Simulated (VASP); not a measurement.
# CdS (scan) (P6_3mc) in VASP: further runs, part 3 of 3

VASP 6.6.1. The steps go on from the part before.

### 5 Single point, r2SCAN

This run uses another cell than the first one, of 25.42 Å³/atom, 1.021 times its volume.

File POSCAR:

```
CdS
1.0
    4.1647060644      0.0000000000      0.0000000000
   -2.0823530322      3.6067412511      0.0000000000
    0.0000000000      0.0000000000      6.7678927443
Cd S
2 2
Direct
    0.3333333333      0.6666666667     -0.0091813851
    0.6666666667      0.3333333333      0.4908186149
    0.3333333333      0.6666666667      0.3861813851
    0.6666666667      0.3333333333      0.8861813851
```

File INCAR.step1:

```
  ALGO = Normal
  EDIFF = 1E-4
  ENCUT = 520
  GGA = PE
  ISMEAR = 0
  LASPH = T
  LCHARG = F
  LREAL = F
  LWAVE = T
  NBANDS = 26
  NELM = 60
  PREC = Accurate
  SIGMA = 0.01
```

File INCAR.step2:

```
  ALGO = Normal
  EDIFF = 1E-7
  ENCUT = 520
  ISIF = 2
  ISMEAR = 0
  ISTART = 1
  LASPH = T
  LCHARG = F
  LMIXTAU = T
  LREAL = F
  LWAVE = F
  METAGGA = R2SCAN
  NBANDS = 26
  NELM = 60
  PREC = Accurate
  SIGMA = 0.01
```

File KPOINTS:

```
k-points
0
Gamma
  9 9 4
```

Potentials or basis: VASP PAW PBE potentials, release 64 (Cd, S).

Launch:

```
$ cat potpaw_PBE.64/Cd/POTCAR potpaw_PBE.64/S/POTCAR > POTCAR
$ cp INCAR.step1 INCAR
$ mpirun -np 1 vasp_std > vasp.out
$ cp INCAR.step2 INCAR
$ mpirun -np 1 vasp_std > vasp.out
```

OUTCAR:

```text
EDIFF = 1E-7
   ENCUT = 520
   ISIF = 2
   ISMEAR = 0
   ISTART = 1
   LASPH = T
   LREAL = F
   METAGGA = R2SCAN
   NELM = 60
   PREC = Accurate

 ion  position               nearest neighbor table
   1  0.333  0.667  0.991-   4 2.51   4 2.51   4 2.51   3 2.68
   2  0.667  0.333  0.491-   3 2.51   3 2.51   3 2.51   4 2.68
   3  0.333  0.667  0.386-   2 2.51   2 2.51   2 2.51   1 2.68
   4  0.667  0.333  0.886-   1 2.51   1 2.51   1 2.51   2 2.68

  LATTYP: Found a hexagonal cell.
 ALAT       =     4.1647060644
 C/A-ratio  =     1.6250589212

  Lattice vectors:

 A1 = (   4.1647060644,   0.0000000000,   0.0000000000)
 A2 = (  -2.0823530322,   3.6067412511,   0.0000000000)
 A3 = (   0.0000000000,   0.0000000000,   6.7678927443)

Analysis of symmetry for initial positions (statically):
=====================================================================
 Subroutine PRICEL returns:
 Original cell was already a primitive cell.

 Routine SETGRP: Setting up the symmetry group for a
 hexagonal supercell.

 Subroutine GETGRP returns: Found 12 space group operations
 (whereof  6 operations were pure point group operations)
 out of a pool of 24 trial point group operations.

The static configuration has the point symmetry C_3v.
 The point group associated with its full space group is C_6v.

Analysis of symmetry for dynamics (positions and initial velocities):
=====================================================================
 Subroutine PRICEL returns:
 Original cell was already a primitive cell.

 Routine SETGRP: Setting up the symmetry group for a
 hexagonal supercell.

 Subroutine GETGRP returns: Found 12 space group operations
 (whereof  6 operations were pure point group operations)
 out of a pool of 24 trial point group operations.

The dynamic configuration has the point symmetry C_3v.
[... 116 lines left out ...]
   NUPDOWN=      -1.0000    fix difference up-down
   EMIN   =  10.00;   EMAX   =-10.00  energy-range for DOS
   EFERMI =   0.00;   METHOD = LEGACY
   ISMEAR =     0;   SIGMA  =   0.01  broadening in eV -4-tet -1-fermi 0-gaus
   EFERMI_NEDOS =   21; number of points for ismear=-14 and -15
   IALGO  =     38    algorithm
   IMIX   =      4    mixing-type and parameters
     AMIX     =   0.40;   BMIX     =  1.00
     AMIX_MAG =   1.60;   BMIX_MAG =  1.00
  volume/ion in A,a.u.               =      25.42       171.51
  Fermi-wavevector in a.u.,A,eV,Ry     =   1.158221  2.188720 18.251884  1.341476
  Thomas-Fermi vector in A             =   2.294825
   LORBIT       =      0    0 simple, 1 ext, 2 COOP (PROOUT), +10 PAW based schemes
   METAGGA = R2SCAN    functional components
   LHFCALC =     F    Hartree Fock is set to
   AEXX    =    0.0000 exact exchange contribution
   IVDW    =     0    specifies the selected vdW correction
   LEPSILON=     F    determine dielectric tensor
   LRPA    =     F    only Hartree local field effects (RPA)
 non-spin polarized calculation
 Gauss-broadening in eV      SIGMA  =   0.01
  energy-cutoff  :      520.00
  volume of cell :      101.66
 maximum number of plane-waves:      2786
 NGX is ok and might be reduce to    32

 number of electron      35.9999998 magnetization

 Free energy of the ion-electron system (eV)
  ---------------------------------------------------
  ext. energy  EPLUGINS =         0.00000000
  ---------------------------------------------------
  free energy    TOTEN  =       -59.32243623 eV

  energy without entropy =      -59.32243623  energy(sigma->0) =      -59.32243623

 E-fermi :   0.8970     XC(G=0):  -9.6046

 val. band max:        0.8259756786   @ k =   0.0000   0.0000   0.0000
 cond. band min:       2.4985150630   @ k =   0.0000   0.0000   0.0000
 fundamental gap:      1.6725393844
 Fermi energy:         0.8970377785

 k-point     1 :       0.0000    0.0000    0.0000
  band No.  band energies     occupation
      1     -11.9053      2.00000
      2     -11.5147      2.00000
      3      -7.0787      2.00000
      4      -7.0787      2.00000
      5      -7.0199      2.00000
      6      -7.0199      2.00000
[... 685 lines left out ...]
     25      10.6420      0.00000
     26      10.8548      0.00000

 [... further k-points ...]
[... 5 lines left out ...]
  --------------------------------------------------------------------------------------
  -------------------------------------------------------------------------------------
  Total        1.1421861      1.1421861     -1.1475247      0.0000000     -0.0000000      0.0000000
  in kB       18.0009172     18.0009172    -18.0850536      0.0000000     -0.0000000      0.0000000
  external PRESSURE =       5.9722603 kB  Pullay stress =       0.0000000 kB

 VOLUME and BASIS-vectors are now :
 -----------------------------------------------------------------------------
  energy-cutoff  :      520.00
  volume of cell :      101.66
      direct lattice vectors                 reciprocal lattice vectors
     4.164706064  0.000000000  0.000000000     0.240112984  0.138629296  0.000000000
    -2.082353032  3.606741251  0.000000000     0.000000000  0.277258592  0.000000000
     0.000000000  0.000000000  6.767892744     0.000000000  0.000000000  0.147756479

 POSITION                                       TOTAL-FORCE (eV/Angst)
 -----------------------------------------------------------------------------------
     -0.00000      2.40449      6.70575         0.000000      0.000000      0.434101
      2.08235      1.20225      3.32181        -0.000000     -0.000000      0.434101
     -0.00000      2.40449      2.61363         0.000000     -0.000000     -0.434101
      2.08235      1.20225      5.99758        -0.000000     -0.000000     -0.434101
 -----------------------------------------------------------------------------------
    total drift:                               -0.000000     -0.000000     -0.007460

  FREE ENERGIE OF THE ION-ELECTRON SYSTEM (eV)
  ---------------------------------------------------
  free  energy   TOTEN  =       -59.3224362328 eV

  energy  without entropy=      -59.3224362328  energy(sigma->0) =      -59.32243623
```

It took 2.3 min on 1 thread of Intel Xeon 6975P-C (Granite Rapids), shared host; peak memory 0.27 GiB.

What came out:

| Property | Result |
| --- | --- |
| Free energy | -59.3224 eV |
| Pressure | 0.6 GPa |
| Largest force | 0.434 eV/Å |
| Band gap on the k mesh | 1.67 eV, direct |

Forces in eV/Å, atoms in the order of the input:
```
Cd   0.000  0.000  0.434
Cd   0.000  0.000  0.434
S    0.000  0.000 -0.434
S    0.000  0.000 -0.434
```

Caveat: the PAW data sets were made with another functional, which shifts forces and pressure a little. r2SCAN opens gaps a little over a GGA but as a rule still falls short of measured ones.

### 6 Overview

| cell | k mesh | smearing | gap on the mesh (eV) | pressure (GPa) |
| --- | --- | --- | --- | --- |
| a = 4.137, b = 4.137, c = 6.716 Å, angles 90.0, 90.0, 120.0°, 4 atoms | 6 × 6 × 4 | gaussian 0.1 eV | 1.68 | 1.6 |
| a = 4.165, b = 4.165, c = 6.768 Å, angles 90.0, 90.0, 120.0°, 4 atoms | 9 × 9 × 4 | gaussian 0.02 eV | 1.63 | 0.3 |
| a = 4.165, b = 4.165, c = 6.768 Å, angles 90.0, 90.0, 120.0°, 4 atoms | 9 × 9 × 4 | gaussian 0.01 eV | 1.67 | 0.6 |

Some of these runs hold the atoms at other places in the same cell, which the table doesn't show; runs alike in all that it shows share one row.

Alike in all rows: task single point; level r2SCAN; potentials or basis VASP PAW PBE potentials, release 64 (Cd, S); no spin polarisation; cutoff (eV) 520.

Caveats: the PAW data sets were made with another functional, which shifts forces and pressure a little.

Absolute energies hang on the potentials; compare differences alone.
